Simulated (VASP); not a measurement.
# Ti2Co (Fd-3m) in VASP: a series of runs, part 3 of 3

VASP 6.6.1. Earlier steps stand in the parts before.

**5. Single point, r2SCAN, collinear spin, ferromagnetic start (equal strain along all axes, cell held: +1.0 %)**

The input, POSCAR:

```
Ti2Co
1.0
    0.0000000000      3.6001042021      3.6001042021
    3.6001042021      0.0000000000      3.6001042021
    3.6001042021      3.6001042021      0.0000000000
Ti Co
4 2
Direct
    0.1250000000      0.1250000000      0.1250000000
    0.6250000000      0.1250000000      0.1250000000
    0.1250000000      0.1250000000      0.6250000000
    0.1250000000      0.6250000000      0.1250000000
    0.5000000000      0.5000000000      0.5000000000
    0.7500000000      0.7500000000      0.7500000000
```

The input, INCAR.step1:

```
  PREC = Accurate
  ENCUT = 520
  ISMEAR = 0
  SIGMA = 0.1
  LREAL = False
  LASPH = True
  NELM = 150
  ISPIN = 2
  MAGMOM = 0.41 0.41 0.41 0.41 1.94 1.94
  LMAXMIX = 4
  NBANDS = 46
  GGA = PE
  ALGO = Normal
  EDIFF = 1E-4
  LWAVE = True
  LCHARG = False
```

The input, INCAR.step2:

```
  PREC = Accurate
  ENCUT = 520
  EDIFF = 1E-6
  ISMEAR = 0
  SIGMA = 0.1
  LREAL = False
  LASPH = True
  NELM = 150
  ALGO = Normal
  ISIF = 2
  LWAVE = False
  LCHARG = True
  ISPIN = 2
  MAGMOM = 0.41 0.41 0.41 0.41 1.94 1.94
  LORBIT = 11
  LMAXMIX = 4
  METAGGA = R2SCAN
  LMIXTAU = True
  LELF = True
  LVHAR = True
  NBANDS = 46
  ISTART = 1
```

The input, KPOINTS:

```
Automatic mesh
0
Gamma
  10 10 10
```

Potentials or basis: VASP PAW PBE potentials, release 64 (Ti_sv, Co).

Command:

```console
$ cat potpaw_PBE.64/Ti_sv/POTCAR potpaw_PBE.64/Co/POTCAR > POTCAR
$ cp INCAR.step1 INCAR
$ mpirun -np 1 vasp_std > vasp.out
$ cp INCAR.step2 INCAR
$ mpirun -np 1 vasp_std > vasp.out
```

OUTCAR:

```text
PREC = Accurate
   ENCUT = 520
   EDIFF = 1E-6
   ISMEAR = 0
   LREAL = False
   LASPH = True
   NELM = 150
   ISIF = 2
   ISPIN = 2
   LORBIT = 11
   METAGGA = R2SCAN
   ISTART = 1

 ion  position               nearest neighbor table
   1  0.125  0.125  0.125-   2 2.55   3 2.55   4 2.55   3 2.55   4 2.55   2 2.55   6 2.99   5 2.99
                             6 2.99   5 2.99   6 2.99   5 2.99
   2  0.625  0.125  0.125-   1 2.55   3 2.55   4 2.55   1 2.55   3 2.55   4 2.55   5 2.99   6 2.99
                             5 2.99   6 2.99   6 2.99   5 2.99
   3  0.125  0.125  0.625-   1 2.55   1 2.55   2 2.55   4 2.55   4 2.55   2 2.55   6 2.99   5 2.99
                             6 2.99   5 2.99   6 2.99   5 2.99
   4  0.125  0.625  0.125-   1 2.55   3 2.55   1 2.55   2 2.55   3 2.55   2 2.55   6 2.99   5 2.99
                             6 2.99   5 2.99   6 2.99   5 2.99
   5  0.500  0.500  0.500-   3 2.99   4 2.99   2 2.99   3 2.99   1 2.99   2 2.99   4 2.99   1 2.99
[... 2558 lines left out ...]
      2.70008      0.90003      2.70008         0.000000     -0.000000     -0.000000
      3.60010      3.60010      3.60010         0.000000      0.000000      0.000000
      5.40016      5.40016      5.40016        -0.000000     -0.000000     -0.000000
 -----------------------------------------------------------------------------------
    total drift:                                0.000000     -0.000000      0.000000

  FREE ENERGIE OF THE ION-ELECTRON SYSTEM (eV)
  ---------------------------------------------------
  free  energy   TOTEN  =       -75.2677029492 eV

  energy  without entropy=      -75.2432505998  energy(sigma->0) =      -75.25547677

 total charge

# of ion       s       p       d       tot
------------------------------------------
    1        2.267   6.123   2.062  10.452
    2        2.267   6.123   2.062  10.452
    3        2.267   6.123   2.062  10.452
    4        2.267   6.123   2.062  10.452
    5        0.415   0.386   7.073   7.873
    6        0.415   0.386   7.073   7.873
--------------------------------------------------
tot          9.898  25.263  22.393  57.554

 magnetization (x)

# of ion       s       p       d       tot
------------------------------------------
    1        0.008  -0.009   0.417   0.416
    2        0.008  -0.009   0.417   0.416
    3        0.008  -0.009   0.417   0.416
    4        0.008  -0.009   0.417   0.416
    5        0.017  -0.028   1.793   1.781
    6        0.017  -0.028   1.793   1.781
--------------------------------------------------
tot          0.065  -0.091   5.254   5.227
```

OUTCAR.step1:

```text
PREC = Accurate
   ENCUT = 520
   ISMEAR = 0
   LREAL = False
   LASPH = True
[... 2572 lines left out ...]
      2.70008      2.70008      0.90003         0.000000     -0.000000      0.000000
      2.70008      0.90003      2.70008         0.000000     -0.000000      0.000000
      3.60010      3.60010      3.60010         0.000000      0.000000      0.000000
      5.40016      5.40016      5.40016        -0.000000     -0.000000     -0.000000
 -----------------------------------------------------------------------------------
    total drift:                                0.000000     -0.000000      0.000000

  FREE ENERGIE OF THE ION-ELECTRON SYSTEM (eV)
  ---------------------------------------------------
  free  energy   TOTEN  =       -42.7615684767 eV

  energy  without entropy=      -42.7053692971  energy(sigma->0) =      -42.73346889
```

OSZICAR.step1:

```text
N       E                     dE             d eps       ncg     rms          rms(c)
DAV:   1     0.822781724966E+03    0.82278E+03   -0.31152E+04  8648   0.181E+03
DAV:   2     0.615024217901E+02   -0.76128E+03   -0.73791E+03  8648   0.528E+02
DAV:   3    -0.347929409435E+02   -0.96295E+02   -0.88953E+02 12442   0.173E+02
DAV:   4    -0.504775488596E+02   -0.15685E+02   -0.15223E+02 13768   0.580E+01
DAV:   5    -0.513408964724E+02   -0.86335E+00   -0.86232E+00 13276   0.133E+01    0.369E+01
DAV:   6    -0.126891324348E+03   -0.75550E+02   -0.29907E+02 11146   0.194E+02    0.103E+02
DAV:   7    -0.602600781698E+02    0.66631E+02   -0.11504E+02 10122   0.647E+01    0.329E+01
DAV:   8    -0.423263367870E+02    0.17934E+02   -0.25700E+01 12138   0.398E+01    0.678E+00
DAV:   9    -0.427026229552E+02   -0.37629E+00   -0.44441E+00 13050   0.847E+00    0.684E+00
DAV:  10    -0.427174162002E+02   -0.14793E-01   -0.42011E-01 12610   0.551E+00    0.371E+00
DAV:  11    -0.428084429092E+02   -0.91027E-01   -0.32755E-01 12530   0.410E+00    0.486E+00
DAV:  12    -0.427615869169E+02    0.46856E-01   -0.15833E-01 13116   0.339E+00    0.628E-01
DAV:  13    -0.427624789319E+02   -0.89201E-03   -0.16719E-02 12634   0.788E-01    0.722E-01
DAV:  14    -0.427612979589E+02    0.11810E-02   -0.36088E-03 12344   0.478E-01    0.261E-01
DAV:  15    -0.427615767549E+02   -0.27880E-03   -0.64455E-04  9524   0.177E-01    0.184E-01
DAV:  16    -0.427615684767E+02    0.82782E-05   -0.22071E-04  7408   0.111E-01
   1 F= -.42761568E+02 E0= -.42733469E+02  d E =-.561992E-01  mag=     2.3987
```

It took 53 min on 1 thread of Oxide Virtual Turin-like, shared host; peak memory 0.48 GiB.

Results:

```yaml
Free_energy: -75.2677 eV
Pressure: -2.4 GPa
Net_moment: 4.90 μB per cell
Site_moments: Ti +0.42; Co +1.78 μB
Valence_electrons_inside_the_program's_atomic_spheres: Ti 10.45; Co 7.87
```

Levels at points of the mesh, in eV from the Fermi level:
Spin up:
| k point | band 32 | band 33 | band 34 | band 35 | band 36 | band 37 | band 38 | band 39 | band 40 | band 41 |
| --- | --- | --- | --- | --- | --- | --- | --- | --- | --- | --- |
| (0.00, 0.00, 0.00) | -1.06 | -1.06 | -1.06 | -0.74 | -0.74 | 2.87 | 3.22 | 3.22 | 3.22 | 3.31 |
| (0.50, 0.00, 0.00) | -1.12 | -0.29 | -0.29 | 0.13 | 0.13 | 0.31 | 0.69 | 0.77 | 0.77 | 1.92 |
| (0.50, 0.50, 0.00) | -1.09 | -0.42 | -0.42 | -0.33 | -0.33 | 0.94 | 0.94 | 0.97 | 0.97 | 1.30 |
Spin down:
| k point | band 29 | band 30 | band 31 | band 32 | band 33 | band 34 |
| --- | --- | --- | --- | --- | --- | --- |
| (0.00, 0.00, 0.00) | -0.36 | -0.36 | -0.36 | 0.67 | 0.67 | 0.90 |
| (0.50, 0.00, 0.00) | -0.15 | -0.15 | 0.14 | 0.30 | 0.30 | 0.31 |
| (0.50, 0.50, 0.00) | -0.67 | -0.67 | 0.32 | 0.32 | 0.74 | 0.74 |

Caveat: the cell differs from its parent crystal (equal strain along all axes, cell held: +1.0 %); the PAW data sets were made with another functional, which shifts forces and pressure a little.

**6. The runs side by side**

```csv
cell,gap on the mesh (eV),pressure (GPa),moment (μB)
"a = 5.041 Å, angles 60.0°, 6 atoms",none,0.5,4.81
"a = 5.142 Å, angles 60.0°, 6 atoms",none,-4.9,5.00
"a = 5.091 Å, angles 60.0°, 6 atoms",none,-2.4,4.90
```

Alike in all rows: task single point; level r2SCAN; potentials or basis VASP PAW PBE potentials, release 64 (Ti_sv, Co); spin collinear, ferromagnetic start; k mesh 10 × 10 × 10; cutoff (eV) 520; smearing gaussian 0.1 eV.

Caveats: the PAW data sets were made with another functional, which shifts forces and pressure a little; the cell stands under tension (at least some runs).

Absolute energies hang on the potentials; compare differences alone.
